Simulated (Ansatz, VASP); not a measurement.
## One calculation of Al, two programs

File INCAR:

```
ALGO = Fast ; EDIFF = 1E-7
ENCUT = 520 ; GGA = PS
ISIF = 2 ; ISMEAR = 0
IVDW = 12 ; LASPH = True
LCHARG = False ; LREAL = False
LWAVE = False ; NBANDS = 10
NELM = 60 ; PREC = Accurate
SIGMA = 0.15
```

Contents of KPOINTS:

```
k-points
0
Gamma
  18 18 10
```

Contents of POSCAR:

```
Al
1.0
    2.8124553515      0.0000000000      0.0000000000
   -1.4062276757      2.4356577814      0.0000000000
    0.0000000000      0.0000000000      4.8668500000
Al
2
Direct
    0.5434966539      0.0869933078      0.7500000000
    0.3333333333      0.6666666667      0.2500000000
```

Input for Ansatz:

```yaml
crystal:
  lattice:
    - [2.8124553515, 0.0, 0.0]
    - [-1.4062276757, 2.4356577814, 0.0]
    - [0.0, 0.0, 4.86685]
  atoms:
    - { symbol: Al, position: [0.5434966539, 0.0869933078, 0.75] }
    - { symbol: Al, position: [0.3333333333, 0.6666666667, 0.25] }
basis:
  ecutwfc: 420
kpoints:
  mp_grid: { grid: [18, 18, 10] }
hamiltonian:
  xc: pbesol
  dispersion: d3bj
scf:
  occupations: { method: gaussian, width: 0.15 }
output:
  forces: true
  stress: true
  eigenvalues: true
```

Alike in both runs: task single point; functional PBEsol; dispersion D3(BJ); k mesh 18 × 18 × 10; occupations gaussian, width 0.15 eV; no spin polarisation.

```csv
,VASP,Ansatz
version,VASP 6.6.1,Ansatz 0.2.0
potentials or method,"VASP PAW PBE potentials, release 64 (Al), cutoff 520 eV","scalar-relativistic, plane waves, PAW"
valence electrons in the cell,6,6
```

Ansatz gave:

```
gap on the k mesh at the Fermi level (eV)                     : none
pressure (GPa)                                                : -1.4
traceless stress, the component that is largest in VASP (GPa) : 3.35
rms of the force components (eV/Å)                            : 0.357
```

What did VASP give for the same quantities?

gap on the k mesh at the Fermi level (eV): none; pressure (GPa): -1.3; traceless stress, the component that is largest in VASP (GPa): 3.37; rms of the force components (eV/Å): 0.359.

VASP's potentials were made for PBE, not for PBEsol. Atom by atom the forces differ by 0.002 eV/Å (rms over components). A gap of «none» marks a metal or a gap that the smearing closes.
